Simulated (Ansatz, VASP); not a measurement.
**CaCuH2: VASP beside Ansatz**

The input INCAR:

```
ALGO = Normal
EDIFF = 1E-6
EDIFFG = -0.01
ENCUT = 600
GGA = PE
IBRION = 2
ISIF = 3
ISMEAR = 0
LASPH = True
LCHARG = False
LREAL = False
LWAVE = False
NELM = 100
NSW = 100
PREC = Accurate
SIGMA = 0.1
```

KPOINTS

```
k-points
0
Gamma
  12 12 14
```

Contents of POSCAR:

```
CaCuH2
1.0
    3.6248057445      0.0000000000      0.0000000000
    0.0000000000      3.6248057445      0.0000000000
    0.0000000000      0.0000000000      3.4800428453
Ca Cu H
1 1 2
Direct
    0.0000000000      0.0000000000      0.0000000000
    0.5000000000      0.5000000000      0.5000000000
    0.0000000000      0.5000000000      0.5000000000
    0.5000000000      0.0000000000      0.5000000000
```

Input for Ansatz:

```yaml
crystal:
  lattice:
    - [3.6248057445, 0.0, 0.0]
    - [0.0, 3.6248057445, 0.0]
    - [0.0, 0.0, 3.4800428453]
  atoms:
    - { symbol: Ca, position: [0.0, 0.0, 0.0] }
    - { symbol: Cu, position: [0.5, 0.5, 0.5] }
    - { symbol: H, position: [0.0, 0.5, 0.5] }
    - { symbol: H, position: [0.5, 0.0, 0.5] }
basis:
  ecutwfc: 420
kpoints:
  mp_grid: { grid: [12, 12, 14] }
hamiltonian:
  xc: pbe
scf:
  occupations: { method: gaussian, width: 0.1 }
output:
  forces: true
  stress: true
  eigenvalues: true
relax:
  adjacent_minimum: "off"
  f_tol: 0.01
  max_steps: 80
  cell: { stress_tol: 0.05 }
```

Change from the starting cell: species swapped into the InAgTe2 type (P-4m2, No. 115).

Alike in both runs: task relaxation of cell and atoms; functional PBE; k mesh 12 × 12 × 14; occupations gaussian, width 0.1 eV; no spin polarisation.

|  | VASP | Ansatz |
| --- | --- | --- |
| version | VASP 6.6.1 | Ansatz 0.2.0 |
| potentials or method | VASP PAW PBE potentials, release 64 (Ca_sv, Cu, H), cutoff 600 eV | scalar-relativistic, plane waves, PAW |
| valence electrons in the cell | 23 | 31 |

```tsv
	VASP	Ansatz	Ansatz less VASP
gap on the k mesh at the Fermi level, each at its own relaxed structure (eV)	none	none	-
relaxed volume (Å³/atom)	11.41	11.34	-0.072
relaxed length of the cell vector where the two differ most in proportion (Å)	3.654	3.646	-0.0080
```

A gap of «none» marks a metal or a gap that the smearing closes. VASP's potentials hold 23 valence electrons a cell and Ansatz's 31, so a difference there can come from the potentials and not from the codes.
